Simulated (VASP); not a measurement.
# Au in VASP: notebook, part 2 of 2

VASP 6.6.1.

### 3 Single point, PBEsol

INCAR

```
PREC = Accurate
ENCUT = 520
EDIFF = 1E-7
ISMEAR = 0
SIGMA = 0.1
LREAL = F
LASPH = T
NELM = 60
ALGO = Fast
ISIF = 2
LWAVE = F
LCHARG = F
LDIPOL = T
IDIPOL = 3
DIPOL = 0.5 0.5 0.500
GGA = PS
NBANDS = 36
```

KPOINTS

```
regular mesh
0
Gamma
  14 14 1
```

POSCAR

```
Au
1.0
    2.8200300622      0.0000000000      0.0000000000
   -1.4100150311      2.5170030989      0.0000000000
    0.0000000000      0.0000000000     24.6013551323
Au
5
Direct
    0.6637338215      0.3274676430      0.3042002220
    0.3359118303      0.6718236606      0.4026968913
    0.6645726193      0.3291452386      0.5000000000
    0.3359118356      0.6718236711      0.5973031080
    0.6637338443      0.3274676887      0.6957997787
```

Potentials or basis: VASP PAW PBE potentials, release 64 (Au).

Run with:

```
> cat potpaw_PBE.64/Au/POTCAR > POTCAR
> mpirun -np 1 vasp_std > vasp.out
```

Wall time 5.7 min (1 thread of Intel Xeon Platinum 8488C (Sapphire Rapids), shared host); peak memory 0.48 GiB.

Results (log left out):

```
Free energy   : -18.7316 eV
Largest force : 0.006 eV/Å
```

Forces on the atoms (eV/Å):
```
Au   0.000  0.000  0.006
Au   0.000 -0.001  0.003
Au   0.000  0.002  0.000
Au   0.000 -0.001 -0.003
Au   0.000  0.000 -0.006
```

Levels at points of the mesh, in eV from the Fermi level:
```tsv
k point	band 25	band 26	band 27	band 28	band 29	band 30	band 31	band 32
(0.00, 0.00, 0.00)	-2.31	-2.07	-2.02	-2.02	-2.00	-0.97	-0.06	4.35
(0.50, 0.00, 0.00)	-1.29	0.34	0.39	1.02	1.61	1.77	4.08	4.30
(0.00, 0.50, 0.00)	-1.34	0.18	0.18	0.75	1.28	1.43	3.69	3.91
```

Caveat: the PAW data sets were made with another functional, which shifts forces and pressure a little; spin-orbit coupling is left out, which moves the levels of the heavy elements.

### 4 Single point, PBEsol

INCAR

```
PREC = Accurate ; ENCUT = 520
EDIFF = 1E-7 ; ISMEAR = -1
SIGMA = 0.025 ; LREAL = False
LASPH = True ; NELM = 100
ALGO = Fast ; ISIF = 2
LWAVE = False ; LCHARG = False
LDIPOL = True ; IDIPOL = 3
DIPOL = 0.5 0.5 0.500 ; GGA = PS
NBANDS = 36
```

KPOINTS

```
Automatic mesh
0
Gamma
  14 14 1
```

POSCAR

```
Au
1.0
    2.8200300622      0.0000000000      0.0000000000
   -1.4100150311      2.5170030989      0.0000000000
    0.0000000000      0.0000000000     24.6013551323
Au
5
Direct
    0.6638639510      0.3277279020      0.3048612550
    0.3361360490      0.6722720980      0.4024306275
    0.6638639510      0.3277279020      0.5000000000
    0.3361360490      0.6722720980      0.5975693725
    0.6638639510      0.3277279020      0.6951387450
```

Run with:

```
> cat potpaw_PBE.64/Au/POTCAR > POTCAR
> mpirun -np 1 vasp_std > vasp.out
```

Run time: 6.2 min. Hardware: 1 thread of Intel Xeon Platinum 8488C (Sapphire Rapids), shared host; peak memory 0.48 GiB.

Results (log left out):

```yaml
Free_energy: -18.7258 eV
Largest_force: 0.108 eV/Å
```

Forces in eV/Å, atoms in the order of the input:
```
Au   0.000  0.001 -0.068
Au   0.000 -0.006  0.108
Au   0.000  0.011  0.000
Au   0.000 -0.006 -0.108
Au   0.000  0.001  0.068
```

Levels at points of the mesh, in eV from the Fermi level:
```csv
k point,band 26,band 27,band 28,band 29,band 30,band 31
"(0.00, 0.00, 0.00)",-2.08,-2.03,-2.02,-2.01,-0.97,-0.06
"(0.50, 0.00, 0.00)",0.34,0.37,1.00,1.60,1.77,4.07
"(0.00, 0.50, 0.00)",0.17,0.19,0.73,1.27,1.42,3.69
```

Caveat: the PAW data sets were made with another functional, which shifts forces and pressure a little; spin-orbit coupling is left out, which moves the levels of the heavy elements.

### 5 Single point, PBEsol

INCAR

```
SYSTEM = Au
PREC = Accurate
ENCUT = 520
EDIFF = 1E-7
ISMEAR = 0
SIGMA = 0.1
LREAL = .FALSE.
LASPH = .TRUE.
NELM = 100
ALGO = Fast
ISIF = 2
LWAVE = .FALSE.
LCHARG = .TRUE.
GGA = PS
LELF = .TRUE.
LVHAR = .TRUE.
NBANDS = 36
```

KPOINTS

```
regular mesh
0
G
  14 14 1
  0 0 0
```

POSCAR is that of step 4.

Potentials or basis: VASP PAW PBE potentials, release 64 (Au).

Run with:

```
> cat potpaw_PBE.64/Au/POTCAR > POTCAR
> mpirun -np 1 vasp_std > vasp.out
```

OUTCAR:

```text
SYSTEM = Au
   PREC = Accurate
   ENCUT = 520
   EDIFF = 1E-7
   ISMEAR = 0
   LREAL = .FALSE.
   LASPH = .TRUE.
   NELM = 100
   ISIF = 2
   GGA = PS

 ion  position               nearest neighbor table
   1  0.664  0.328  0.305-   2 2.91   2 2.92   2 2.92
   2  0.336  0.672  0.402-   3 2.91   1 2.91   3 2.92   3 2.92   1 2.92   1 2.92
   3  0.664  0.328  0.500-   2 2.91   4 2.91   2 2.92   4 2.92   2 2.92   4 2.92
   4  0.336  0.672  0.598-   3 2.91   5 2.91   3 2.92   3 2.92   5 2.92   5 2.92
   5  0.664  0.328  0.695-   4 2.91   4 2.92   4 2.92

  LATTYP: Found a base centered orthorhombic cell.
 ALAT       =     2.8200300622
[... 1141 lines left out ...]
  -------------------------------------------------------------------------------------
  Total       -2.3767840     -3.0829905      0.1038046      0.0000000      0.0000000      0.0000000
  in kB      -21.8073948    -28.2869583      0.9524246      0.0000000      0.0000000      0.0000000
  external PRESSURE =     -16.3806428 kB  Pullay stress =       0.0000000 kB

 VOLUME and BASIS-vectors are now :
 -----------------------------------------------------------------------------
  energy-cutoff  :      520.00
  volume of cell :      174.62
      direct lattice vectors                 reciprocal lattice vectors
     2.820030062  0.000000000  0.000000000     0.354606149  0.198648941  0.000000000
    -1.410015031  2.517003099  0.000000000     0.000000000  0.397297882  0.000000000
     0.000000000  0.000000000 24.601355132     0.000000000  0.000000000  0.040648167

 POSITION                                       TOTAL-FORCE (eV/Angst)
 -----------------------------------------------------------------------------------
      1.41002      0.82489      7.50000        -0.000000     -0.000301     -0.071096
     -0.00000      1.69211      9.90034        -0.000000     -0.003204      0.107133
      1.41002      0.82489     12.30068         0.000000      0.007011      0.000000
     -0.00000      1.69211     14.70102        -0.000000     -0.003204     -0.107133
      1.41002      0.82489     17.10136        -0.000000     -0.000301      0.071096
 -----------------------------------------------------------------------------------
    total drift:                               -0.000000     -0.000027      0.000000

  FREE ENERGIE OF THE ION-ELECTRON SYSTEM (eV)
  ---------------------------------------------------
  free  energy   TOTEN  =       -18.7297869252 eV

  energy  without entropy=      -18.7170718440  energy(sigma->0) =      -18.72342938
```

stdout:

```text
POSCAR found type information on POSCAR Au
 POSCAR found :  1 types and       5 ions
 scaLAPACK will be used
 -----------------------------------------------------------------------------
|                                                                             |
|                                                                             |
|     You enforced a specific xc type in the INCAR file but a different       |
|     I HOPE YOU KNOW WHAT YOU ARE DOING!                                     |
|                                                                             |
 -----------------------------------------------------------------------------

 LDA part: xc-table for (Slater+PW92), standard interpolation
 POSCAR, INCAR and KPOINTS ok, starting setup
 FFT: planning ... GRIDC
 FFT: planning ... GRID_SOFT
 FFT: planning ... GRID
 WAVECAR not read
 entering main loop
```

Wall time 6.1 min (1 thread of Intel Xeon Platinum 8488C (Sapphire Rapids), shared host); peak memory 0.47 GiB.

What came out:

```
Free energy   : -18.7298 eV
Largest force : 0.107 eV/Å
```

Forces on the atoms (eV/Å):
```
Au   0.000  0.000 -0.071
Au   0.000 -0.003  0.107
Au   0.000  0.007  0.000
Au   0.000 -0.003 -0.107
Au   0.000  0.000  0.071
```

Caveat: the PAW data sets were made with another functional, which shifts forces and pressure a little; spin-orbit coupling is left out, which moves the levels of the heavy elements.

### 6 Summary

```tsv
smearing	dipole correction	further INCAR settings	gap on the mesh (eV)	largest force (eV/Å)
gaussian 0.1 eV	yes	ALGO = Fast; EDIFF = 1e-06; NBANDS = 36	none	0.11
gaussian 0.1 eV	yes	ALGO = Fast; EDIFF = 1e-07; NBANDS = 36	none	0.01
fermi-dirac 0.025 eV	yes	ALGO = Fast; EDIFF = 1e-07; NBANDS = 36	none	0.11
gaussian 0.1 eV	no	ALGO = Fast; EDIFF = 1e-07; NBANDS = 36	none	0.11
```

Some of these runs hold the atoms at other places in the same cell, which the table doesn't show; runs alike in all that it shows share one row.

Alike in all rows: task single point; level PBEsol; potentials or basis VASP PAW PBE potentials, release 64 (Au); no spin polarisation; cell as given; k mesh 14 × 14 × 1; cutoff (eV) 520.

Every run on the cell as given and a fine mesh finds a metal.

Caveats: the PAW data sets were made with another functional, which shifts forces and pressure a little; spin-orbit coupling is left out, which moves the levels of the heavy elements.

Total energies depend on the potentials used, so only differences within one code and one set of settings carry meaning.
